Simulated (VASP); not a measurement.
A run of VASP 6.6.1 is set up as follows.

File INCAR:

```
SYSTEM = Co2Bi
ALGO     = Normal         ! electronic algorithm
EDIFF    = 1E-6           ! SCF threshold, eV
ENCUT    = 520            ! plane-wave cutoff, eV
GGA      = PE             ! functional
ISIF     = 2              ! what is computed and relaxed
ISMEAR   = 0              ! smearing method
ISPIN    = 2              ! spin polarisation
LASPH    = .TRUE.         ! aspherical terms in the spheres
LCHARG   = .FALSE.        ! write CHGCAR
LMAXMIX  = 4              ! l up to which the mixer works
LORBIT   = 11             ! projections on sites
LREAL    = .FALSE.        ! projectors in reciprocal space
LWAVE    = .FALSE.        ! write WAVECAR
MAGMOM   = 1.76 1.76 1.76 1.76 0 0 ! initial moments
NBANDS   = 46             ! bands
NELM     = 150            ! most SCF steps
PREC     = Accurate       ! precision mode
SIGMA    = 0.1            ! smearing width, eV
```

Contents of KPOINTS:

```
k-points
0
G
  4 4 4
  0 0 0
```

File POSCAR:

```
Co2Bi
1.0
    0.0000000000      3.6488415577      3.6488415577
    3.6488415577      0.0000000000      3.6488415577
    3.6488415577      3.6488415577      0.0000000000
Co Bi
4 2
Direct
    0.6250000000      0.6250000000      0.6250000000
    0.1250000000      0.6250000000      0.6250000000
    0.6250000000      0.6250000000      0.1250000000
    0.6250000000      0.1250000000      0.6250000000
    0.0000000000      0.0000000000      0.0000000000
    0.2500000000      0.2500000000      0.2500000000
```

Potentials or basis: VASP PAW PBE potentials, release 64 (Co, Bi_d).

Launch:

```sh
$ cat potpaw_PBE.64/Co/POTCAR potpaw_PBE.64/Bi_d/POTCAR > POTCAR
$ mpirun -np 1 vasp_std > vasp.out
```

Problem. Estimate the net moment.

Solution. 6.00 μB per cell.

Problem. What does it give for the pressure?

Solution. -0.3 GPa.

Problem. Predict the band gap on the k mesh.

Solution. Zero (filled and empty bands overlap).

Caveat: the k points lie up to 0.37 Å⁻¹ apart; spin-orbit coupling is left out, which moves the levels of the heavy elements.
